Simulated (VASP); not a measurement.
Wanted: the native input for a VASP 6.6.1 run.

```yaml
Task: single point
Functional: PBE
Potentials_or_basis: VASP PAW PBE potentials, release 64 (Na_pv, F)
Cutoff: 520 eV
k_mesh: 10 × 10 × 10
Occupations: fermi-dirac, width 0.02 eV
Spin: no spin polarisation
Dipole_correction: no
Further_INCAR_settings: ALGO = Normal; EDIFF = 1e-06; NBANDS = 14
```

The structure of NaF lies in POSCAR:

```
NaF
1.0
    0.0000000000      2.3559755828      2.2760802686
    2.3559755828      0.0000000000      2.2760802686
    2.3559755828      2.3559755828      0.0000000000
Na F
1 1
Direct
    0.0000000000      0.0000000000      0.0000000000
    0.5000000000      0.5000000000      0.5000000000
```

This cell differs from its parent crystal: epitaxial xy strain +2.6%.

The input as run:

INCAR

```
PREC     = Accurate       # precision mode
ENCUT    = 520            # plane-wave cutoff, eV
EDIFF    = 1E-6           # SCF threshold, eV
ISMEAR   = -1             # smearing method
SIGMA    = 0.02           # smearing width, eV
LREAL    = F              # projectors in reciprocal space
LASPH    = T              # aspherical terms in the spheres
NELM     = 60             # most SCF steps
ALGO     = Normal         # electronic algorithm
ISIF     = 2              # what is computed and relaxed
LWAVE    = F              # write WAVECAR
LCHARG   = F              # write CHGCAR
GGA      = PE             # functional
NBANDS   = 14             # bands
```

KPOINTS

```
regular mesh
0
Gamma
  10 10 10
```

Potentials or basis: VASP PAW PBE potentials, release 64 (Na_pv, F).

Launch:

```bash
$ cat potpaw_PBE.64/Na_pv/POTCAR potpaw_PBE.64/F/POTCAR > POTCAR
$ mpirun -np 1 vasp_std > vasp.out
```

It gave:

The pressure is 1.3 GPa. The band gap on the k mesh is 6.21 eV.

Caveat: the cell differs from its parent crystal (epitaxial xy strain +2.6%).

It took 47 s on 1 thread of Intel Xeon 8259CL, on a shared host, peak memory 0.16 GiB.
